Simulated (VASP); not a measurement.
Crystal: Mg2Sn.

```
Sn Mg
1.0
     0.00000    3.37994    3.37994
     3.37994    0.00000    3.37994
     3.37994    3.37994    0.00000
Sn Mg
1 2
Direct
  0.00000 0.00000 0.00000
  0.25000 0.25000 0.25000
  0.75000 0.75000 0.75000
```

Base run:

```yaml
Program: VASP 6.6.1
Functional: PBE
Potentials_or_basis: VASP PAW PBE potentials, release 64 (Sn_d, Mg)
Cutoff: 600 eV
k_mesh: 6 × 6 × 6
Occupations: fermi-dirac, width 0.02 eV
Spin: no spin polarisation
```

Its results: band gap on the k mesh zero (band 9 reaches 4.29 eV, above the bottom of band 10 at 4.13 eV); pressure 1.1 GPa.

Task: The run is repeated on the same cell with these changes: functional from PBE to r2SCAN; cutoff from 600 eV to 660 eV. What comes out?

Result: Band gap on the k mesh 0.17 eV, indirect (least direct gap 2.00 eV); pressure -0.2 GPa.

r2SCAN gives the wider gap, since meta-GGAs in the generalised Kohn-Sham scheme recover part of the derivative discontinuity.

Caveats: spin-orbit coupling is left out, which moves the levels of the heavy elements; the PAW data sets were made with another functional, which shifts forces and pressure a little (some runs).

A k mesh can miss the band edges.
